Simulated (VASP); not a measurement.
A run of VASP 6.6.1 is set up as follows.

INCAR

```
PREC = Accurate
ENCUT = 520
EDIFF = 1E-6
ISMEAR = 0
SIGMA = 0.15
LREAL = False
LASPH = True
NELM = 80
ALGO = Fast
ISIF = 2
LWAVE = False
LCHARG = False
GGA = CA
NBANDS = 16
```

KPOINTS

```
Automatic mesh
0
Gamma
  16 16 16
```

POSCAR

```
MgRh
1.0
    3.0992000000      0.0000000000      0.0000000000
    0.0000000000      3.0992000000      0.0000000000
    0.0000000000      0.0000000000      3.0992000000
Mg Rh
1 1
Direct
    0.0000000000      0.0000000000      0.1209989675
    0.5000000000      0.5000000000      0.5000000000
```

Potentials or basis: VASP PAW LDA potentials, release 64 (Mg, Rh_pv).

The run is started by

```sh
$ cat potpaw_LDA.64/Mg/POTCAR potpaw_LDA.64/Rh_pv/POTCAR > POTCAR
$ mpirun -np 1 vasp_std > vasp.out
```

(1) Estimate the largest force.

(2) Predict the pressure.

Results:

(1) 1.901 eV/Å.

(2) -1.0 GPa.

Caveat: the cell differs from its parent crystal (all Mg atoms moved +0.375 Å, as atom 1 along Cartesian [0 0 1]); forces of over 1 eV/Å act on the atoms, so gaps and moduli don't describe the material at rest.
